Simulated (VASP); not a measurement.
# C (Fd-3m) in VASP: further runs

C is run at these levels: PBEsol; tasks: single point.

All numbers are computed with VASP 6.6.1; they aren't measurements. Logs are shortened: lines on timing, memory, paths and dates and some standing lists are left out, and cuts for length are marked.

## 1. The cell of the first run

It takes space group Fd-3m (No. 227, cubic). The conventional cell has a = 3.529 Å, b = 3.529 Å, c = 3.529 Å, α = 90.00°, β = 90.00°, γ = 90.00°. C (site symmetry -43m) has 4 C at 1.53 Å within 2.0 Å.

## 2. Single point, PBEsol

Input file INCAR:

```
PREC = Accurate
ENCUT = 910
EDIFF = 1E-6
ISMEAR = -1
SIGMA = 0.05
LREAL = F
LASPH = T
NELM = 120
ALGO = Normal
ISIF = 2
LWAVE = F
LCHARG = F
GGA = PS
NBANDS = 11
GGA_COMPAT = F
```

Input file KPOINTS:

```
regular mesh
0
Gamma
  13 13 13
```

Input file POSCAR:

```
C
1.0
    0.0000000000      1.7642951235      1.7642951235
    1.7642951235      0.0000000000      1.7642951235
    1.7642951235      1.7642951235      0.0000000000
C
2
Direct
    0.7500000000      0.7500000000      0.7500000000
    0.5000000000      0.5000000000      0.5000000000
```

Potentials or basis: VASP PAW PBE potentials, release 64 (C_h).

Run with:

```
$ cat potpaw_PBE.64/C_h/POTCAR > POTCAR
$ mpirun -np 1 vasp_std > vasp.out
```

OUTCAR:

```text
PREC = Accurate
   ENCUT = 910
   EDIFF = 1E-6
   ISMEAR = -1
   LREAL = F
   LASPH = T
   NELM = 120
   ISIF = 2
   GGA = PS

 ion  position               nearest neighbor table
   1  0.750  0.750  0.750-
   2  0.500  0.500  0.500-

  LATTYP: Found a face centered cubic cell.
 ALAT       =     3.5285902470

  Lattice vectors:

 A1 = (   0.0000000000,   1.7642951235,   1.7642951235)
 A2 = (   1.7642951235,   0.0000000000,   1.7642951235)
 A3 = (   1.7642951235,   1.7642951235,   0.0000000000)

Analysis of symmetry for initial positions (statically):
=====================================================================
 Subroutine PRICEL returns:
 Original cell was already a primitive cell.

 Routine SETGRP: Setting up the symmetry group for a
 face centered cubic supercell.

 Subroutine GETGRP returns: Found 48 space group operations
 (whereof 24 operations were pure point group operations)
 out of a pool of 48 trial point group operations.

The static configuration has the point symmetry T_d .
 The point group associated with its full space group is O_h .

Analysis of symmetry for dynamics (positions and initial velocities):
=====================================================================
 Subroutine PRICEL returns:
 Original cell was already a primitive cell.

 Routine SETGRP: Setting up the symmetry group for a
 face centered cubic supercell.

 Subroutine GETGRP returns: Found 48 space group operations
 (whereof 24 operations were pure point group operations)
 out of a pool of 48 trial point group operations.

The dynamic configuration has the point symmetry T_d .
 The point group associated with its full space group is O_h .

 Subroutine INISYM returns: Found 48 space group operations
 (whereof 24 operations are pure point group operations),
 and found     1 'primitive' translations

----------------------------------------------------------------------------------------

                                     Primitive cell

  volume of cell :      10.9836

  direct lattice vectors                    reciprocal lattice vectors
     0.000000000  1.764295123  1.764295123    -0.283399298  0.283399298  0.283399298
     1.764295123  0.000000000  1.764295123     0.283399298 -0.283399298  0.283399298
     1.764295123  1.764295123  0.000000000     0.283399298  0.283399298 -0.283399298

  length of vectors
     2.495090092  2.495090092  2.495090092     0.490861983  0.490861983  0.490861983

  position of ions in fractional coordinates (direct lattice)
     0.750000000  0.750000000  0.750000000
     0.500000000  0.500000000  0.500000000

  ion indices of the primitive-cell ions
   primitive index   ion index
                 1           1
                 2           2

----------------------------------------------------------------------------------------

 KPOINTS: regular mesh

Automatic generation of k-mesh.
 Grid dimensions read from file:
 generate k-points for:   13   13   13

 Generating k-lattice:

  Cartesian coordinates                     Fractional coordinates (reciprocal lattice)
    -0.021799946  0.021799946  0.021799946     0.076923077  0.000000000  0.000000000
     0.021799946 -0.021799946  0.021799946     0.000000000  0.076923077  0.000000000
     0.021799946  0.021799946 -0.021799946     0.000000000  0.000000000  0.076923077

  Length of vectors
     0.037758614  0.037758614  0.037758614

  Shift w.r.t. Gamma in fractional coordinates (k-lattice)
     0.000000000  0.000000000  0.000000000

 Subroutine IBZKPT returns following result:
 ===========================================

 Found     84 irreducible k-points:

 Following reciprocal coordinates:
            Coordinates               Weight
  0.000000  0.000000  0.000000      1.000000
  0.076923  0.000000  0.000000      8.000000
  0.153846  0.000000  0.000000      8.000000
  0.230769  0.000000  0.000000      8.000000
  0.307692  0.000000  0.000000      8.000000
  0.384615  0.000000  0.000000      8.000000
[... 16 lines left out ...]
  0.384615  0.153846  0.000000     24.000000
  0.461538  0.153846  0.000000     24.000000
 [... further k-points ...]
   k-points           NKPTS =     84   k-points in BZ     NKDIM =     84   number of bands    NBANDS=     11
   number of dos      NEDOS =    301   number of ions     NIONS =      2
   total plane-waves  NPLWV =  21952
   dimension x,y,z NGX =    28 NGY =   28 NGZ =   28
   dimension x,y,z NGXF=    56 NGYF=   56 NGZF=   56
   ions per type =               2
   NGX,Y,Z   is equivalent  to a cutoff of  18.66, 18.66, 18.66 a.u.
   NGXF,Y,Z  is equivalent  to a cutoff of  37.31, 37.31, 37.31 a.u.
 SYSTEM =  unknown system
   PREC   = accura    normal or accurate (medium, high low for compatibility)
   ISTART =      0    job   : 0-new  1-cont  2-samecut
   ICHARG =      2    charge: 1-file 2-atom 10-const
   ISPIN  =      1    spin polarized calculation?
   LNONCOLLINEAR =      F non collinear calculations
   LSORBIT =      F    spin-orbit coupling
   LASPH  =      T    aspherical Exc in radial PAW
   ENCUT  =  910.0 eV  66.88 Ry    8.18 a.u.   6.14  6.14  6.14*2*pi/ulx,y,z
   NELM   =    120;   NELMIN=  2; NELMDL= -5     # of ELM steps
   EDIFF  = 0.1E-05   stopping-criterion for ELM
   LREAL  =      F    real-space projection
   EDIFFG = 0.1E-04   stopping-criterion for IOM
   NSW    =      0    number of steps for IOM
   IBRION =     -1    ionic relax: 0-MD 1-quasi-New 2-CG
   NFREE  =      0    steps in history (QN), initial steepest desc. (CG)
   ISIF   =      2    stress and relaxation
   ISYM   =      2    0-nonsym 1-usesym 2-fastsym
   POTIM  = 0.5000    time-step for ionic-motion
   TEBEG  =    0.0;   TEEND  =   0.0 temperature during run
   PSTRESS=    0.0 pullay stress
   NELECT =       8.0000    total number of electrons
   NUPDOWN=      -1.0000    fix difference up-down
   EMIN   =  10.00;   EMAX   =-10.00  energy-range for DOS
   EFERMI =   0.00;   METHOD = LEGACY
   ISMEAR =    -1;   SIGMA  =   0.05  broadening in eV -4-tet -1-fermi 0-gaus
   EFERMI_NEDOS =   21; number of points for ismear=-14 and -15
   IALGO  =     38    algorithm
   IMIX   =      4    mixing-type and parameters
     AMIX     =   0.40;   BMIX     =  1.00
     AMIX_MAG =   1.60;   BMIX_MAG =  1.00
  volume/ion in A,a.u.               =       5.49        37.06
  Fermi-wavevector in a.u.,A,eV,Ry     =   1.472958  2.783486 29.519258  2.169604
  Thomas-Fermi vector in A             =   2.587909
   LORBIT       =      0    0 simple, 1 ext, 2 COOP (PROOUT), +10 PAW based schemes
   GGA     = PS    functional components
   LHFCALC =     F    Hartree Fock is set to
   AEXX    =    0.0000 exact exchange contribution
   IVDW    =     0    specifies the selected vdW correction
   LEPSILON=     F    determine dielectric tensor
   LRPA    =     F    only Hartree local field effects (RPA)
 non-spin polarized calculation
  energy-cutoff  :      910.00
  volume of cell :       10.98
 maximum number of plane-waves:       701
 NGX is ok and might be reduce to    28
   NGX = 13   NGY = 13   NGZ = 13

 number of electron       8.0000000 magnetization

 Free energy of the ion-electron system (eV)
  ---------------------------------------------------
  ext. energy  EPLUGINS =         0.00000000
  ---------------------------------------------------
  free energy    TOTEN  =       -19.26830949 eV

  energy without entropy =      -19.26830949  energy(sigma->0) =      -19.26830949

 E-fermi :  12.4727     XC(G=0): -13.7372

 val. band max:       11.4306833437   @ k =   0.0000   0.0000   0.0000
 cond. band min:      15.5183842901   @ k =   0.3846   0.3846   0.0000
 fundamental gap:      4.0877009464
 Fermi energy:        12.4727131358

 k-point     1 :       0.0000    0.0000    0.0000
  band No.  band energies     occupation
      1     -10.5267      2.00000
      2      11.4307      2.00000
      3      11.4307      2.00000
      4      11.4307      2.00000
      5      17.0644      0.00000
      6      17.0644      0.00000
      7      17.0644      0.00000
      8      25.5490      0.00000
      9      30.8153      0.00000
     10      38.2256      0.00000
     11      38.2256      0.00000

 k-point     2 :       0.0769    0.0000    0.0000
  band No.  band energies     occupation
      1     -10.3587      2.00000
      2      10.3302      2.00000
      3      11.1394      2.00000
      4      11.1394      2.00000
      5      17.4453      0.00000
      6      17.4453      0.00000
      7      17.7306      0.00000
      8      25.6590      0.00000
      9      31.0991      0.00000
     10      36.1251      0.00000
     11      36.1251      0.00000

 k-point     3 :       0.1538    0.0000    0.0000
  band No.  band energies     occupation
      1      -9.8564      2.00000
      2       7.9984      2.00000
      3      10.4862      2.00000
      4      10.4862      2.00000
      5      18.3021      0.00000
      6      18.3021      0.00000
      7      18.8324      0.00000
      8      25.9722      0.00000
      9      31.7293      0.00000
     10      34.4922      0.00000
     11      34.4922      0.00000

 k-point     4 :       0.2308    0.0000    0.0000
  band No.  band energies     occupation
      1      -9.0253      2.00000
      2       5.3306      2.00000
      3       9.7824      2.00000
      4       9.7824      2.00000
      5      19.1557      0.00000
      6      19.1557      0.00000
      7      19.6861      0.00000
      8      26.4161      0.00000
      9      32.2162      0.00000
     10      33.8776      0.00000
     11      33.8776      0.00000
[... 239 lines left out ...]
 k-point    22 :       0.3077    0.1538    0.0000
  band No.  band energies     occupation
      1      -8.0911      2.00000
      2       4.6792      2.00000
      3       7.7222      2.00000
      4       8.3986      2.00000
      5      17.4329      0.00000
      6      22.0708      0.00000
      7      22.0858      0.00000
      8      23.6713      0.00000
      9      32.4663      0.00000
     10      33.1625      0.00000
     11      38.2461      0.00000

 k-point    23 :       0.3846    0.1538    0.0000
  band No.  band energies     occupation
      1      -6.8524      2.00000
      2       2.1963      2.00000
      3       7.4199      2.00000
      4       7.6027      2.00000
      5      18.1158      0.00000
      6      22.3356      0.00000
      7      22.5020      0.00000
      8      24.2267      0.00000
      9      32.8365      0.00000
     10      33.8009      0.00000
     11      38.6644      0.00000

 k-point    24 :       0.4615    0.1538    0.0000
  band No.  band energies     occupation
      1      -5.3623      2.00000
      2      -0.1219      2.00000
      3       6.8803      2.00000
      4       7.3833      2.00000
      5      18.5332      0.00000
      6      22.1823      0.00000
      7      22.7122      0.00000
      8      25.5276      0.00000
      9      32.1998      0.00000
     10      35.1831      0.00000
     11      38.7942      0.00000

 [... further k-points ...]
[... 5 lines left out ...]
  --------------------------------------------------------------------------------------
  -------------------------------------------------------------------------------------
  Total        0.6862330      0.6862330      0.6862330     -0.0000000     -0.0000000     -0.0000000
  in kB      100.1010195    100.1010195    100.1010195     -0.0000000     -0.0000000     -0.0000000
  external PRESSURE =     100.1010195 kB  Pullay stress =       0.0000000 kB

 VOLUME and BASIS-vectors are now :
 -----------------------------------------------------------------------------
  energy-cutoff  :      910.00
  volume of cell :       10.98
      direct lattice vectors                 reciprocal lattice vectors
     0.000000000  1.764295123  1.764295123    -0.283399298  0.283399298  0.283399298
     1.764295123  0.000000000  1.764295123     0.283399298 -0.283399298  0.283399298
     1.764295123  1.764295123  0.000000000     0.283399298  0.283399298 -0.283399298

 POSITION                                       TOTAL-FORCE (eV/Angst)
 -----------------------------------------------------------------------------------
      2.64644      2.64644      2.64644         0.000000      0.000000      0.000000
      1.76430      1.76430      1.76430        -0.000000     -0.000000     -0.000000
 -----------------------------------------------------------------------------------
    total drift:                                0.000000      0.000000     -0.000000

  FREE ENERGIE OF THE ION-ELECTRON SYSTEM (eV)
  ---------------------------------------------------
  free  energy   TOTEN  =       -19.2683094931 eV

  energy  without entropy=      -19.2683094931  energy(sigma->0) =      -19.26830949
```

Run time: 15 s. Hardware: 1 thread of AMD EPYC 7R13 (Zen 3), shared host; peak memory 0.12 GiB.

Results:

| Quantity | Value |
| --- | --- |
| Free energy | -19.2683 eV |
| Pressure | 10.0 GPa |
| Band gap on the k mesh | 4.09 eV, indirect (least direct gap 5.63 eV) |

Caveat: the cutoff is under 1.25 times the usual one of these potentials, so pressure, stress and relaxed cells hold a basis-set (Pulay) error; the PAW data sets were made with another functional, which shifts forces and pressure a little.

## 3. Single point, PBEsol

This run uses another cell than the first one, of 5.67 Å³/atom, 1.033 times its volume.

Input file INCAR:

```
SYSTEM = C
PREC = Accurate
ENCUT = 910
EDIFF = 1E-6
ISMEAR = -1
SIGMA = 0.05
LREAL = .FALSE.
LASPH = .TRUE.
NELM = 120
ALGO = Normal
ISIF = 2
LWAVE = .FALSE.
LCHARG = .FALSE.
GGA = PS
NBANDS = 11
GGA_COMPAT = .FALSE.
```

Input file KPOINTS:

```
regular mesh
0
G
  13 13 13
  0 0 0
```

Input file POSCAR:

```
C
1.0
    0.0000000000      1.7833700000      1.7833700000
    1.7833700000      0.0000000000      1.7833700000
    1.7833700000      1.7833700000      0.0000000000
C
2
Direct
    0.7500000000      0.7500000000      0.7500000000
    0.5000000000      0.5000000000      0.5000000000
```

Potentials or basis: VASP PAW PBE potentials, release 64 (C_h).

Run with:

```
$ cat potpaw_PBE.64/C_h/POTCAR > POTCAR
$ mpirun -np 1 vasp_std > vasp.out
```

It took 15 s on 1 thread of AMD EPYC 7R13 (Zen 3), shared host; peak memory 0.12 GiB.

Results (log left out):

| Item | Value |
| --- | --- |
| Free energy | -19.2748 eV |
| Pressure | -4.8 GPa |
| Band gap on the k mesh | 4.02 eV, indirect (least direct gap 5.54 eV) |

Levels at points of the mesh, in eV from the valence-band top:
```csv
k point,band 1,band 2,band 3,band 4,band 5,band 6,band 7,band 8,band 9
"(0.00, 0.00, 0.00)",-21.52,0.00,0.00,0.00,5.54,5.54,5.54,13.38,18.96
```

Caveat: the cutoff is under 1.25 times the usual one of these potentials, so pressure, stress and relaxed cells hold a basis-set (Pulay) error; the PAW data sets were made with another functional, which shifts forces and pressure a little.
